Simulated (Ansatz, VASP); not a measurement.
# Ca in VASP and in Ansatz

```
Ca
1.0
     0.00000    2.87295    2.64311
     2.87295    0.00000    2.64311
     2.87295    2.87295    0.00000
Ca
1
Direct
  0.00000 0.00000 0.00000
```

Alike in both runs: task single point; functional LDA; k mesh 16 × 16 × 16; occupations gaussian, width 0.15 eV; no spin polarisation.

|  | VASP | Ansatz |
| --- | --- | --- |
| version | VASP 6.6.1 | Ansatz 0.2.0 |
| potentials or method | VASP PAW LDA potentials, release 64 (Ca_sv), cutoff 520 eV | scalar-relativistic, plane waves, PAW |
| valence electrons in the cell | 10 | 10 |

```tsv
	VASP	Ansatz	Ansatz less VASP
gap on the k mesh at the Fermi level (eV)	none	none	-
pressure (GPa)	-2.1	-2.1	0.00
traceless stress, the component that is largest in VASP (GPa)	0.23	0.23	+0.001
```

LDA's correlation is that of Perdew and Zunger in VASP and of Perdew and Wang (1992) in Ansatz. A gap of «none» marks a metal or a gap that the smearing closes.
